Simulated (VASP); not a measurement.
# Na (Im-3m) in VASP: single point with PBEsol

Aim: the single point of Na with PBEsol.

All numbers are computed with VASP 6.6.1; they aren't measurements. Logs are shortened: lines on timing, memory, paths and dates and some standing lists are left out, and cuts for length are marked.

### 1 The cell of the first run

The structure is cubic, space group Im-3m (No. 229). Conventional cell: a = 4.895 Å, b = 4.895 Å, c = 4.895 Å, α = 90.00°, β = 90.00°, γ = 90.00°. Within 5.6 Å of Na (site symmetry m-3m) lie 14 Na at 4.24 to 4.90 Å.

### 2 Single point, PBEsol (Cs replaced by Na, lengths x 0.808, strained)

INCAR

```
  PREC = Accurate
  ENCUT = 520
  EDIFF = 1E-6
  ISMEAR = 0
  SIGMA = 0.1
  LREAL = F
  LASPH = T
  NELM = 100
  ALGO = Fast
  ISIF = 2
  LWAVE = F
  LCHARG = T
  GGA = PS
  LELF = T
  LVHAR = T
  NBANDS = 10
```

KPOINTS

```
regular mesh
0
Gamma
  12 12 12
```

POSCAR

```
Na
1.0
   -2.4475624284      2.4475624284      2.4475624284
    2.4475624284     -2.4475624284      2.4475624284
    2.4475624284      2.4475624284     -2.4475624284
Na
1
Direct
    0.0000000000      0.0000000000      0.0000000000
```

Potentials or basis: VASP PAW PBE potentials, release 64 (Na_pv).

Launch:

```
$ cat potpaw_PBE.64/Na_pv/POTCAR > POTCAR
$ mpirun -np 1 vasp_std > vasp.out
```

OUTCAR:

```text
PREC = Accurate
   ENCUT = 520
   EDIFF = 1E-6
   ISMEAR = 0
   LREAL = F
   LASPH = T
   NELM = 100
   ISIF = 2
   GGA = PS

 ion  position               nearest neighbor table
   1  0.000  0.000  0.000-

  LATTYP: Found a body centered cubic cell.
 ALAT       =     4.8951248568

  Lattice vectors:

 A1 = (  -2.4475624284,   2.4475624284,   2.4475624284)
 A2 = (   2.4475624284,  -2.4475624284,   2.4475624284)
 A3 = (   2.4475624284,   2.4475624284,  -2.4475624284)

Analysis of symmetry for initial positions (statically):
=====================================================================
 Subroutine PRICEL returns:
 Original cell was already a primitive cell.

 Routine SETGRP: Setting up the symmetry group for a
 body centered cubic supercell.

 Subroutine GETGRP returns: Found 48 space group operations
 (whereof 48 operations were pure point group operations)
 out of a pool of 48 trial point group operations.

The static configuration has the point symmetry O_h .

Analysis of symmetry for dynamics (positions and initial velocities):
=====================================================================
 Subroutine PRICEL returns:
 Original cell was already a primitive cell.

 Routine SETGRP: Setting up the symmetry group for a
 body centered cubic supercell.

 Subroutine GETGRP returns: Found 48 space group operations
 (whereof 48 operations were pure point group operations)
 out of a pool of 48 trial point group operations.

The dynamic configuration has the point symmetry O_h .

 Subroutine INISYM returns: Found 48 space group operations
 (whereof 48 operations are pure point group operations),
 and found     1 'primitive' translations

----------------------------------------------------------------------------------------

                                     Primitive cell

  volume of cell :      58.6491

  direct lattice vectors                    reciprocal lattice vectors
    -2.447562428  2.447562428  2.447562428     0.000000000  0.204284881  0.204284881
     2.447562428 -2.447562428  2.447562428     0.204284881  0.000000000  0.204284881
     2.447562428  2.447562428 -2.447562428     0.204284881  0.204284881  0.000000000

  length of vectors
     4.239302481  4.239302481  4.239302481     0.288902450  0.288902450  0.288902450

  position of ions in fractional coordinates (direct lattice)
     0.000000000  0.000000000  0.000000000

  ion indices of the primitive-cell ions
   primitive index   ion index
                 1           1

----------------------------------------------------------------------------------------

 KPOINTS: regular mesh

Automatic generation of k-mesh.
 Grid dimensions read from file:
 generate k-points for:   12   12   12

 Generating k-lattice:

  Cartesian coordinates                     Fractional coordinates (reciprocal lattice)
     0.000000000  0.017023740  0.017023740     0.083333333  0.000000000  0.000000000
     0.017023740  0.000000000  0.017023740     0.000000000  0.083333333  0.000000000
     0.017023740  0.017023740  0.000000000     0.000000000  0.000000000  0.083333333

  Length of vectors
     0.024075204  0.024075204  0.024075204

  Shift w.r.t. Gamma in fractional coordinates (k-lattice)
     0.000000000  0.000000000  0.000000000

 Subroutine IBZKPT returns following result:
 ===========================================

 Found     72 irreducible k-points:

 Following reciprocal coordinates:
            Coordinates               Weight
  0.000000  0.000000  0.000000      1.000000
  0.083333  0.000000  0.000000     12.000000
  0.166667  0.000000  0.000000     12.000000
  0.250000  0.000000  0.000000     12.000000
  0.333333  0.000000  0.000000     12.000000
  0.416667  0.000000  0.000000     12.000000
[... 16 lines left out ...]
  0.333333  0.083333  0.083333     24.000000
  0.416667  0.083333  0.083333     12.000000
 [... further k-points ...]
   k-points           NKPTS =     72   k-points in BZ     NKDIM =     72   number of bands    NBANDS=     10
   number of dos      NEDOS =    301   number of ions     NIONS =      1
   total plane-waves  NPLWV =  32768
   dimension x,y,z NGX =    32 NGY =   32 NGZ =   32
   dimension x,y,z NGXF=    64 NGYF=   64 NGZF=   64
   ions per type =               1
   NGX,Y,Z   is equivalent  to a cutoff of  12.55, 12.55, 12.55 a.u.
   NGXF,Y,Z  is equivalent  to a cutoff of  25.10, 25.10, 25.10 a.u.
 SYSTEM =  unknown system
   PREC   = accura    normal or accurate (medium, high low for compatibility)
   ISTART =      0    job   : 0-new  1-cont  2-samecut
   ICHARG =      2    charge: 1-file 2-atom 10-const
   ISPIN  =      1    spin polarized calculation?
   LNONCOLLINEAR =      F non collinear calculations
   LSORBIT =      F    spin-orbit coupling
   LASPH  =      T    aspherical Exc in radial PAW
   ENCUT  =  520.0 eV  38.22 Ry    6.18 a.u.   7.88  7.88  7.88*2*pi/ulx,y,z
   NELM   =    100;   NELMIN=  2; NELMDL= -5     # of ELM steps
   EDIFF  = 0.1E-05   stopping-criterion for ELM
   LREAL  =      F    real-space projection
   EDIFFG = 0.1E-04   stopping-criterion for IOM
   NSW    =      0    number of steps for IOM
   IBRION =     -1    ionic relax: 0-MD 1-quasi-New 2-CG
   NFREE  =      0    steps in history (QN), initial steepest desc. (CG)
   ISIF   =      2    stress and relaxation
   ISYM   =      2    0-nonsym 1-usesym 2-fastsym
   POTIM  = 0.5000    time-step for ionic-motion
   TEBEG  =    0.0;   TEEND  =   0.0 temperature during run
   PSTRESS=    0.0 pullay stress
   NELECT =       7.0000    total number of electrons
   NUPDOWN=      -1.0000    fix difference up-down
   EMIN   =  10.00;   EMAX   =-10.00  energy-range for DOS
   EFERMI =   0.00;   METHOD = LEGACY
   ISMEAR =     0;   SIGMA  =   0.10  broadening in eV -4-tet -1-fermi 0-gaus
   EFERMI_NEDOS =   21; number of points for ismear=-14 and -15
   IALGO  =     68    algorithm
   IMIX   =      4    mixing-type and parameters
     AMIX     =   0.40;   BMIX     =  1.00
     AMIX_MAG =   1.60;   BMIX_MAG =  1.00
  volume/ion in A,a.u.               =      58.65       395.78
  Fermi-wavevector in a.u.,A,eV,Ry     =   0.806035  1.523185  8.839595  0.649692
  Thomas-Fermi vector in A             =   1.914392
   LORBIT       =      0    0 simple, 1 ext, 2 COOP (PROOUT), +10 PAW based schemes
   GGA     = PS    functional components
   LHFCALC =     F    Hartree Fock is set to
   AEXX    =    0.0000 exact exchange contribution
   IVDW    =     0    specifies the selected vdW correction
   LEPSILON=     F    determine dielectric tensor
   LRPA    =     F    only Hartree local field effects (RPA)
 non-spin polarized calculation
 RMM-DIIS sequential band-by-band and
 Gauss-broadening in eV      SIGMA  =   0.10
  energy-cutoff  :      520.00
  volume of cell :       58.65
 maximum number of plane-waves:      1593
   NGX = 15   NGY = 15   NGZ = 15

 number of electron       7.0000011 magnetization

 Free energy of the ion-electron system (eV)
  ---------------------------------------------------
  ext. energy  EPLUGINS =         0.00000000
  ---------------------------------------------------
  free energy    TOTEN  =        -1.24079498 eV

  energy without entropy =       -1.23644630  energy(sigma->0) =       -1.23862064

 E-fermi :  -0.7418     XC(G=0):  -5.4164

 val. band max:       -0.7716410505   @ k =  -0.3333   0.4167   0.1667
 cond. band min:      -0.6851412659   @ k =   0.3333   0.1667  -0.0000
 fundamental gap:      0.0864997846
 Fermi energy:        -0.7418490091

 k-point     1 :       0.0000    0.0000    0.0000
  band No.  band energies     occupation
      1     -25.9682      2.00000
      2     -25.9682      2.00000
      3     -25.9682      2.00000
      4      -3.1438      2.00000
      5       8.3548      0.00000
      6       8.3548      0.00000
      7       8.3548      0.00000
      8       8.8278      0.00000
      9       8.8278      0.00000
     10       8.8730      0.00000

 k-point     2 :       0.0833    0.0000    0.0000
  band No.  band energies     occupation
      1     -25.9686      2.00000
      2     -25.9683      2.00000
      3     -25.9681      2.00000
      4      -3.0548      2.00000
      5       7.0648      0.00000
      6       7.7059      0.00000
      7       7.8290      0.00000
      8       8.2114      0.00000
      9       8.5371      0.00000
     10       9.1532      0.00000

 k-point     3 :       0.1667    0.0000    0.0000
  band No.  band energies     occupation
      1     -25.9697      2.00000
      2     -25.9687      2.00000
      3     -25.9681      2.00000
      4      -2.7883      2.00000
      5       5.3900      0.00000
      6       7.0227      0.00000
      7       7.1167      0.00000
      8       7.5010      0.00000
      9       7.9882      0.00000
     10       9.4515      0.00000

 k-point     4 :       0.2500    0.0000    0.0000
  band No.  band energies     occupation
      1     -25.9712      2.00000
      2     -25.9693      2.00000
      3     -25.9681      2.00000
      4      -2.3461      2.00000
      5       3.8222      0.00000
      6       6.4870      0.00000
      7       6.5320      0.00000
      8       6.9366      0.00000
      9       7.4863      0.00000
     10       9.8304      0.00000
[... 222 lines left out ...]
 k-point    22 :       0.2500    0.0833    0.0833
  band No.  band energies     occupation
      1     -25.9728      2.00000
      2     -25.9698      2.00000
      3     -25.9685      2.00000
      4      -1.5555      2.00000
      5       2.5623      0.00000
      6       4.4638      0.00000
      7       4.7245      0.00000
      8       8.4990      0.00000
      9       8.7258      0.00000
     10      10.5212      0.00000

 k-point    23 :       0.3333    0.0833    0.0833
  band No.  band energies     occupation
      1     -25.9735      2.00000
      2     -25.9703      2.00000
      3     -25.9685      2.00000
      4      -0.7718      1.32806
      5       1.2942      0.00000
      6       4.2126      0.00000
      7       4.4759      0.00000
      8       8.2570      0.00000
      9       8.5138      0.00000
     10      11.2002      0.00000

 k-point    24 :       0.4167    0.0833    0.0833
  band No.  band energies     occupation
      1     -25.9738      2.00000
      2     -25.9706      2.00000
      3     -25.9685      2.00000
      4       0.1246      0.00000
      5       0.2360      0.00000
      6       4.1288      0.00000
      7       4.3928      0.00000
      8       8.1756      0.00000
      9       8.4408      0.00000
     10      11.8075      0.00000

 [... further k-points ...]
[... 5 lines left out ...]
  --------------------------------------------------------------------------------------
  -------------------------------------------------------------------------------------
  Total       -0.5610282     -0.5610282     -0.5610282     -0.0000000      0.0000000      0.0000000
  in kB      -15.3261798    -15.3261798    -15.3261798     -0.0000000      0.0000000      0.0000000
  external PRESSURE =     -15.3261798 kB  Pullay stress =       0.0000000 kB

 VOLUME and BASIS-vectors are now :
 -----------------------------------------------------------------------------
  energy-cutoff  :      520.00
  volume of cell :       58.65
      direct lattice vectors                 reciprocal lattice vectors
    -2.447562428  2.447562428  2.447562428     0.000000000  0.204284881  0.204284881
     2.447562428 -2.447562428  2.447562428     0.204284881  0.000000000  0.204284881
     2.447562428  2.447562428 -2.447562428     0.204284881  0.204284881  0.000000000

 POSITION                                       TOTAL-FORCE (eV/Angst)
 -----------------------------------------------------------------------------------
      0.00000      0.00000      0.00000        -0.000000      0.000000      0.000000
 -----------------------------------------------------------------------------------
    total drift:                               -0.000000      0.000000     -0.000000

  FREE ENERGIE OF THE ION-ELECTRON SYSTEM (eV)
  ---------------------------------------------------
  free  energy   TOTEN  =        -1.2407949780 eV

  energy  without entropy=       -1.2364462988  energy(sigma->0) =       -1.23862064
```

It took 11 s on 1 thread of Intel Xeon 6975P-C (Granite Rapids), shared host; peak memory 0.18 GiB.

Results:

* Free energy: -1.2408 eV
* Pressure: -1.5 GPa

Caveat: the cell differs from its parent crystal (Cs replaced by Na, lengths x 0.808, strained); the PAW data sets were made with another functional, which shifts forces and pressure a little.
